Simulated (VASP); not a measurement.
Crystal: YPt2S4.

```xyz
7
Lattice="3.6119 0.0000 0.0000 -1.8059 3.1280 0.0000 0.0000 0.0000 12.4844" Properties=species:S:1:pos:R:3 pbc="T T T"
Y     0.0000    0.0000    0.0000
Pt    1.8059    1.0427    8.9929
Pt    0.0000    2.0853    3.4915
S     0.0000    2.0853   10.2587
S     0.0000    0.0000    7.7272
S     0.0000    0.0000    4.7572
S     1.8059    1.0427    2.2257
```

| Property | Result |
| --- | --- |
| Program | VASP 6.6.1 |
| Task | relaxation of cell and atoms |
| Functional | PBE |
| Dispersion | D3(BJ) |
| Potentials or basis | VASP PAW PBE potentials, release 64 (Y_sv, Pt, S) |
| Cutoff | 600 eV |
| k mesh | 6 × 6 × 2 |
| Occupations | gaussian, width 0.1 eV |
| Spin | no spin polarisation |

At the start: pressure -2.8 GPa; volume 20.15 Å³/atom.

Problem. Where does the relaxation end?

Solution. Over 43 steps the energy falls by 208.8 meV/atom and the volume is 18.49 Å³/atom (-8.3 %); space group P-3m1 (No. 164, to 0.1 Å) before and after.

The path:
| step | energy change (eV) | largest force (eV/Å) | pressure (GPa) | volume (Å³) |
| --- | --- | --- | --- | --- |
| 1 | 0.0000 | 0.9980 | -2.81 | 141.05 |
| 3 | -0.1422 | 1.1979 | 2.51 | 134.21 |
| 5 | -0.6098 | 0.7086 | 3.21 | 132.74 |
| 7 | -0.7314 | 0.4745 | 5.01 | 131.92 |
| 9 | -0.8817 | 0.1516 | -0.92 | 138.86 |
| 11 | -0.9270 | 0.3121 | -0.47 | 138.24 |
| 13 | -0.9949 | 0.5782 | 1.95 | 133.17 |
| 15 | -1.0050 | 0.8440 | 3.51 | 130.49 |
| 17 | -1.0168 | 0.8834 | 3.56 | 130.16 |
| 19 | -1.0632 | 1.0664 | 3.87 | 128.62 |
| 21 | -1.0466 | 1.5205 | 7.50 | 121.72 |
| 23 | -1.1773 | 1.5441 | 4.09 | 125.69 |
| 25 | -1.2848 | 0.9336 | 1.42 | 127.20 |
| 27 | -1.3723 | 0.7084 | 0.07 | 128.95 |
| 29 | -1.4452 | 0.1667 | -0.39 | 129.91 |
| 31 | -1.4503 | 0.1312 | 0.12 | 129.37 |
| 33 | -1.4562 | 0.0868 | 0.05 | 129.43 |
| 35 | -1.4583 | 0.0616 | 0.03 | 129.43 |
| 37 | -1.4607 | 0.0681 | -0.21 | 129.67 |
| 39 | -1.4611 | 0.0605 | -0.01 | 129.47 |
| 41 | -1.4611 | 0.0608 | -0.04 | 129.48 |
| 43 | -1.4615 | 0.0251 | 0.04 | 129.40 |

Final structure:
```yaml
crystal:
  lattice:
    - [3.93893, 0.00000, 0.00000]
    - [-1.96947, 3.41122, 0.00000]
    - [0.00000, 0.00000, 9.63078]
  atoms:
    - { symbol: Y, position: [0.00000, 0.00000, 0.00000] }
    - { symbol: Pt, position: [0.66667, 0.33333, 0.73450] }
    - { symbol: Pt, position: [0.33333, 0.66667, 0.26550] }
    - { symbol: S, position: [0.33333, 0.66667, 0.84428] }
    - { symbol: S, position: [0.00000, 0.00000, 0.60484] }
    - { symbol: S, position: [0.00000, 0.00000, 0.39516] }
    - { symbol: S, position: [0.66667, 0.33333, 0.15572] }
```

Caveat: a cell axis changed by over 15 % at a fixed basis, so the end point is rough; an odd number of electrons without spin polarisation forces a metal; a magnetic or distorted state may lie lower.
